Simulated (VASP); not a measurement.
ScAl7N8: single point with LDA

Crystal: ScAl7N8.

```xyz
16
Lattice="6.2853 0.0000 0.0000 -3.1426 5.4432 0.0000 0.0000 0.0000 4.9642" Properties=species:S:1:pos:R:3 pbc="T T T"
Al    0.0000    1.8094   -0.0067
Al   -1.5757    4.5385   -0.0067
Al    1.5757    4.5385   -0.0067
Al    1.5419    0.8902    2.4851
Al    0.0000    3.6288    2.4716
Al    4.7434    0.8902    2.4851
Al    3.1426    3.6627    2.4851
Sc    3.1426    1.8144   -0.0456
N     0.0000    1.8221    1.8877
N    -1.5646    4.5322    1.8877
N     3.1426    1.8144    2.0584
N     1.5646    4.5322    1.8877
N     1.4711    0.8493    4.3556
N     0.0000    3.6288    4.3779
N     4.8142    0.8493    4.3556
N     3.1426    3.7446    4.3556
```

```yaml
Program: VASP 6.6.1
Task: single point
Functional: LDA
Potentials_or_basis: VASP PAW LDA potentials, release 64 (Al, Sc_sv, N)
Cutoff: 520 eV
k_mesh: 4 × 4 × 5
Occupations: gaussian, width 0.02 eV
Spin: no spin polarisation
Dipole_correction: no
Further_INCAR_settings: LREAL = Auto; ALGO = Normal; EDIFF = 1e-07; NBANDS = 50
```

| Quantity | Value |
| --- | --- |
| Pressure | 0.7 GPa |
| Largest force | 0.052 eV/Å |
| Band gap on the k mesh | 4.21 eV (least direct gap 4.23 eV) |

Forces on the atoms (eV/Å):
```
Al   0.000  0.013  0.002
Al   0.011 -0.006  0.002
Al  -0.011 -0.006  0.002
Al  -0.002 -0.001 -0.011
Al   0.000  0.000 -0.003
Al   0.002 -0.001 -0.011
Al   0.000  0.003 -0.011
Sc   0.000  0.000  0.019
N    0.000  0.001  0.002
N    0.001 -0.001  0.002
N    0.000  0.000  0.034
N   -0.001 -0.001  0.002
N   -0.044 -0.025 -0.012
N    0.000  0.000  0.007
N    0.044 -0.025 -0.012
N    0.000  0.051 -0.012
```

Levels at points of the mesh, in eV from the valence-band top:
| k point | band 33 | band 34 | band 35 | band 36 | band 37 | band 38 | band 39 | band 40 |
| --- | --- | --- | --- | --- | --- | --- | --- | --- |
| (0.00, 0.00, 0.00) | -0.41 | -0.34 | -0.34 | 0.00 | 4.23 | 4.53 | 4.53 | 4.90 |
| (0.50, 0.00, 0.00) | -0.53 | -0.30 | -0.14 | -0.14 | 4.46 | 4.75 | 5.20 | 5.50 |

Run time: 2.4 min on 1 thread of Intel(R) Xeon(R) Platinum 8488C (Sapphire Rapids), on a shared host, peak memory 0.28 GiB.

Caveat: an odd mesh through Γ misses points on the zone boundary, where band edges can lie.
